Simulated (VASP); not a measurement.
# Si5Ge (P3m1) in VASP: a series of runs

Runs on Si5Ge. Level: PBE. Tasks: single point, relaxation of cell and atoms.

All numbers are computed with VASP 6.6.1; they aren't measurements. Logs are shortened: lines on timing, memory, paths and dates and some standing lists are left out, and cuts for length are marked.

## (1) The cell of the first run

Symmetry: P3m1, No. 156, trigonal system. Conventional cell: a = 3.905 Å, b = 3.905 Å, c = 9.520 Å, α = 90.00°, β = 90.00°, γ = 120.00°. Within 3.1 Å of Si (site symmetry 3m) lie 3 Si at 2.38 Å and 1 Ge at 2.42 Å. Si (site symmetry 3m) has 4 Si at 2.37 to 2.38 Å within 3.1 Å. Si (site symmetry 3m) has 1 Si at 2.36 Å and 3 Ge at 2.40 Å within 3.1 Å. Si (site symmetry 3m) has 4 Si at 2.37 to 2.38 Å within 3.1 Å. Within 3.1 Å of Si (site symmetry 3m) lie 4 Si at 2.36 to 2.38 Å. Ge (site symmetry 3m) has 4 Si at 2.40 to 2.42 Å within 3.2 Å.

## (2) Single point, PBE

The input, INCAR:

```
PREC     = Accurate       # precision mode
ENCUT    = 520            # plane-wave cutoff, eV
EDIFF    = 1E-7           # SCF threshold, eV
ISMEAR   = 0              # smearing method
SIGMA    = 0.2            # smearing width, eV
LREAL    = False          # projectors in reciprocal space
LASPH    = True           # aspherical terms in the spheres
NELM     = 60             # most SCF steps
ALGO     = Normal         # electronic algorithm
ISIF     = 2              # what is computed and relaxed
LWAVE    = False          # write WAVECAR
LCHARG   = False          # write CHGCAR
GGA      = PE             # functional
NBANDS   = 26             # bands
```

The input, KPOINTS:

```
regular mesh
0
Gamma
  5 5 2
```

The input, POSCAR:

```
Si5Ge
1.0
    3.9051038690      0.0000000000      0.0000000000
   -1.9525519345      3.3819191550      0.0000000000
    0.0000000000      0.0000000000      9.5204957486
Si Ge
5 1
Direct
    0.0000000000      0.0000000000      0.2540452521
    0.6666666667      0.3333333333      0.3348088551
    0.3333333333      0.6666666667      0.9128201038
    0.6666666667      0.3333333333      0.5837860916
    0.3333333333      0.6666666667      0.6649198101
    0.0000000000      0.0000000000     -0.0003801127
```

Potentials or basis: VASP PAW PBE potentials, release 64 (Si, Ge_d).

Command:

```
$ cat potpaw_PBE.64/Si/POTCAR potpaw_PBE.64/Ge_d/POTCAR > POTCAR
$ mpirun -np 1 vasp_std > vasp.out
```

OUTCAR:

```text
PREC = Accurate
   ENCUT = 520
   EDIFF = 1E-7
   ISMEAR = 0
   LREAL = False
   LASPH = True
   NELM = 60
   ISIF = 2
   GGA = PE

 ion  position               nearest neighbor table
   1  0.000  0.000  0.254-   2 2.38   2 2.38   2 2.38   6 2.42
   2  0.667  0.333  0.335-   4 2.37   1 2.38   1 2.38   1 2.38
   3  0.333  0.667  0.913-   5 2.36   6 2.40   6 2.40   6 2.40
   4  0.667  0.333  0.584-   2 2.37   5 2.38   5 2.38   5 2.38
   5  0.333  0.667  0.665-   3 2.36   4 2.38   4 2.38   4 2.38
   6  0.000  0.000  1.000-   3 2.40   3 2.40   3 2.40   1 2.42

  LATTYP: Found a hexagonal cell.
 ALAT       =     3.9051038690
 C/A-ratio  =     2.4379622330

  Lattice vectors:

 A1 = (   3.9051038690,   0.0000000000,   0.0000000000)
 A2 = (  -1.9525519345,   3.3819191550,   0.0000000000)
 A3 = (   0.0000000000,   0.0000000000,   9.5204957486)

Analysis of symmetry for initial positions (statically):
=====================================================================
 Subroutine PRICEL returns:
 Original cell was already a primitive cell.

 Routine SETGRP: Setting up the symmetry group for a
 hexagonal supercell.

 Subroutine GETGRP returns: Found  6 space group operations
 (whereof  6 operations were pure point group operations)
 out of a pool of 24 trial point group operations.

The static configuration has the point symmetry C_3v.

Analysis of symmetry for dynamics (positions and initial velocities):
=====================================================================
 Subroutine PRICEL returns:
 Original cell was already a primitive cell.

 Routine SETGRP: Setting up the symmetry group for a
 hexagonal supercell.

 Subroutine GETGRP returns: Found  6 space group operations
 (whereof  6 operations were pure point group operations)
 out of a pool of 24 trial point group operations.

The dynamic configuration has the point symmetry C_3v.

 Subroutine INISYM returns: Found  6 space group operations
 (whereof  6 operations are pure point group operations),
 and found     1 'primitive' translations

----------------------------------------------------------------------------------------

                                     Primitive cell

  volume of cell :     125.7348

  direct lattice vectors                    reciprocal lattice vectors
     3.905103869  0.000000000  0.000000000     0.256075135  0.147845048  0.000000000
    -1.952551934  3.381919155  0.000000000     0.000000000  0.295690096  0.000000000
[... 81 lines left out ...]
   NSW    =      0    number of steps for IOM
   IBRION =     -1    ionic relax: 0-MD 1-quasi-New 2-CG
   NFREE  =      0    steps in history (QN), initial steepest desc. (CG)
   ISIF   =      2    stress and relaxation
   ISYM   =      2    0-nonsym 1-usesym 2-fastsym
   POTIM  = 0.5000    time-step for ionic-motion
   TEBEG  =    0.0;   TEEND  =   0.0 temperature during run
   PSTRESS=    0.0 pullay stress
   NELECT =      34.0000    total number of electrons
   NUPDOWN=      -1.0000    fix difference up-down
   EMIN   =  10.00;   EMAX   =-10.00  energy-range for DOS
   EFERMI =   0.00;   METHOD = LEGACY
   ISMEAR =     0;   SIGMA  =   0.20  broadening in eV -4-tet -1-fermi 0-gaus
   EFERMI_NEDOS =   21; number of points for ismear=-14 and -15
   IALGO  =     38    algorithm
   IMIX   =      4    mixing-type and parameters
     AMIX     =   0.40;   BMIX     =  1.00
     AMIX_MAG =   1.60;   BMIX_MAG =  1.00
  volume/ion in A,a.u.               =      20.96       141.42
  Fermi-wavevector in a.u.,A,eV,Ry     =   1.058643  2.000544 15.248376  1.120724
  Thomas-Fermi vector in A             =   2.193959
   LORBIT       =      0    0 simple, 1 ext, 2 COOP (PROOUT), +10 PAW based schemes
   GGA     = PE    functional components
   LHFCALC =     F    Hartree Fock is set to
   AEXX    =    0.0000 exact exchange contribution
   IVDW    =     0    specifies the selected vdW correction
   LEPSILON=     F    determine dielectric tensor
   LRPA    =     F    only Hartree local field effects (RPA)
 non-spin polarized calculation
 Gauss-broadening in eV      SIGMA  =   0.20
  energy-cutoff  :      520.00
  volume of cell :      125.73
 maximum number of plane-waves:      3425
 NGX is ok and might be reduce to    30
   NGX = 15   NGY = 15   NGZ = 35

 number of electron      33.9999998 magnetization

 Free energy of the ion-electron system (eV)
  ---------------------------------------------------
  ext. energy  EPLUGINS =         0.00000000
  ---------------------------------------------------
  free energy    TOTEN  =       -31.47873931 eV

  energy without entropy =      -31.47806002  energy(sigma->0) =      -31.47839966

 E-fermi :   5.8078     XC(G=0):  -9.4042

 val. band max:        5.4603317393   @ k =   0.0000   0.0000   0.0000
 cond. band min:       6.1899911739   @ k =   0.4000   0.0000   0.0000
 fundamental gap:      0.7296594346
 Fermi energy:         5.8077708038

 k-point     1 :       0.0000    0.0000    0.0000
  band No.  band energies     occupation
      1     -18.6909      2.00000
      2     -18.6839      2.00000
      3     -18.6839      2.00000
      4     -18.6600      2.00000
      5     -18.6600      2.00000
      6      -6.5201      2.00000
[... 279 lines left out ...]
     25      10.4451      0.00000
     26      10.5298      0.00000

------------------------ aborting loop because EDIFF is reached ----------------------------------------

  FORCE on cell =-STRESS in cart. coord.  units (eV):
  Direction    XX          YY          ZZ          XY          YZ          ZX
  --------------------------------------------------------------------------------------
  -------------------------------------------------------------------------------------
  Total       -0.1005636     -0.1005636     -0.1167551      0.0000000      0.0000000      0.0000000
  in kB       -1.2814332     -1.2814332     -1.4877535      0.0000000      0.0000000      0.0000000
  external PRESSURE =      -1.3502066 kB  Pullay stress =       0.0000000 kB

 VOLUME and BASIS-vectors are now :
 -----------------------------------------------------------------------------
  energy-cutoff  :      520.00
  volume of cell :      125.73
      direct lattice vectors                 reciprocal lattice vectors
     3.905103869  0.000000000  0.000000000     0.256075135  0.147845048  0.000000000
    -1.952551934  3.381919155  0.000000000     0.000000000  0.295690096  0.000000000
     0.000000000  0.000000000  9.520495749     0.000000000  0.000000000  0.105036547

 POSITION                                       TOTAL-FORCE (eV/Angst)
 -----------------------------------------------------------------------------------
      0.00000      0.00000      2.41864        -0.000000      0.000000      0.021368
      1.95255      1.12731      3.18755        -0.000000      0.000000      0.001353
     -0.00000      2.25461      8.69050        -0.000000      0.000000      0.003174
      1.95255      1.12731      5.55793         0.000000      0.000000     -0.003576
     -0.00000      2.25461      6.33037        -0.000000     -0.000000     -0.014059
      0.00000      0.00000      9.51688         0.000000      0.000000     -0.008260
 -----------------------------------------------------------------------------------
    total drift:                                0.000001      0.000000      0.000200

  FREE ENERGIE OF THE ION-ELECTRON SYSTEM (eV)
  ---------------------------------------------------
  free  energy   TOTEN  =       -31.4787393127 eV

  energy  without entropy=      -31.4780600155  energy(sigma->0) =      -31.47839966
```

OSZICAR:

```text
N       E                     dE             d eps       ncg     rms          rms(c)
DAV:   1     0.190131035313E+03    0.19013E+03   -0.14570E+04   628   0.179E+03
DAV:   2    -0.313486399481E+01   -0.19327E+03   -0.17908E+03   546   0.477E+02
DAV:   3    -0.308159718018E+02   -0.27681E+02   -0.27072E+02   658   0.106E+02
DAV:   4    -0.319100269694E+02   -0.10941E+01   -0.10910E+01   622   0.230E+01
DAV:   5    -0.319388798045E+02   -0.28853E-01   -0.28833E-01   732   0.399E+00    0.775E+00
DAV:   6    -0.316214578440E+02    0.31742E+00   -0.15263E-01   644   0.205E+00    0.470E+00
DAV:   7    -0.314740745680E+02    0.14738E+00   -0.31822E-01   576   0.262E+00    0.284E-01
DAV:   8    -0.314770890893E+02   -0.30145E-02   -0.21899E-02   672   0.112E+00    0.176E-01
DAV:   9    -0.314785022166E+02   -0.14131E-02   -0.24682E-03   568   0.240E-01    0.912E-02
DAV:  10    -0.314786254203E+02   -0.12320E-03   -0.11581E-04   684   0.629E-02    0.514E-02
DAV:  11    -0.314787375202E+02   -0.11210E-03   -0.14616E-04   552   0.603E-02    0.149E-02
DAV:  12    -0.314787380895E+02   -0.56932E-06   -0.61432E-06   690   0.189E-02    0.337E-03
DAV:  13    -0.314787390111E+02   -0.92162E-06   -0.14599E-06   618   0.799E-03    0.134E-03
DAV:  14    -0.314787392541E+02   -0.24300E-06   -0.16186E-07   558   0.263E-03    0.746E-04
DAV:  15    -0.314787393127E+02   -0.58549E-07   -0.26267E-08   348   0.103E-03
   1 F= -.31478739E+02 E0= -.31478400E+02  d E =-.679297E-03
```

stdout:

```text
POSCAR found type information on POSCAR SiGe
 POSCAR found :  2 types and       6 ions
 scaLAPACK will be used
 LDA part: xc-table for (Slater+PW92), standard interpolation
 POSCAR, INCAR and KPOINTS ok, starting setup
 FFT: planning ... GRIDC
 FFT: planning ... GRID_SOFT
 FFT: planning ... GRID
 WAVECAR not read
 entering main loop
```

It took 22 s on 1 thread of Intel Xeon Platinum 8559C (Emerald Rapids), shared host; peak memory 0.23 GiB.

Results:

```
Free energy            : -31.4787 eV
Pressure               : -0.1 GPa
Largest force          : 0.021 eV/Å
Band gap on the k mesh : 0.73 eV, indirect (least direct gap 1.36 eV)
```

Forces in eV/Å, atoms in the order of the input:
```
Si   0.000  0.000  0.021
Si   0.000  0.000  0.001
Si   0.000  0.000  0.003
Si   0.000  0.000 -0.004
Si   0.000  0.000 -0.014
Ge   0.000  0.000 -0.008
```

A k mesh can miss the band edges. PBE gaps usually lie below the measured ones, often by a third to a half.

[end of part 1 of 2]
